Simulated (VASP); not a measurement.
A run of VASP 6.6.1:

INCAR

```
PREC     = Accurate       # precision mode
ENCUT    = 520            # plane-wave cutoff, eV
EDIFF    = 1E-6           # SCF threshold, eV
ISMEAR   = -1             # smearing method
SIGMA    = 0.03           # smearing width, eV
LREAL    = F              # projectors in reciprocal space
LASPH    = T              # aspherical terms in the spheres
NELM     = 100            # most SCF steps
ALGO     = Normal         # electronic algorithm
ISIF     = 2              # what is computed and relaxed
LWAVE    = F              # write WAVECAR
LCHARG   = F              # write CHGCAR
GGA      = PE             # functional
NBANDS   = 15             # bands
```

The input KPOINTS:

```
Automatic mesh
0
Gamma
  7 7 7
```

POSCAR

```
KCl
1.0
    0.0000000000      3.1134447711      3.1134447711
    3.1134447711      0.0000000000      3.1134447711
    3.1134447711      3.1134447711      0.0000000000
K Cl
1 1
Direct
    0.0000000000      0.0000000000      0.0000000000
    0.5000000000      0.5000000000      0.5000000000
```

Potentials or basis: VASP PAW PBE potentials, release 64 (K_sv, Cl).

Command:

```sh
$ cat potpaw_PBE.64/K_sv/POTCAR potpaw_PBE.64/Cl/POTCAR > POTCAR
$ mpirun -np 1 vasp_std > vasp.out
```

Hardware: 1 thread of AMD EPYC 9R45 (Zen 5) (shared host).

Task: Estimate the wall time of this run.

Result: Wall time 10 s on 1 thread of AMD EPYC 9R45 (Zen 5), with other jobs on the host, peak memory 0.17 GiB. Counts: scf iterations 13, k points 20.
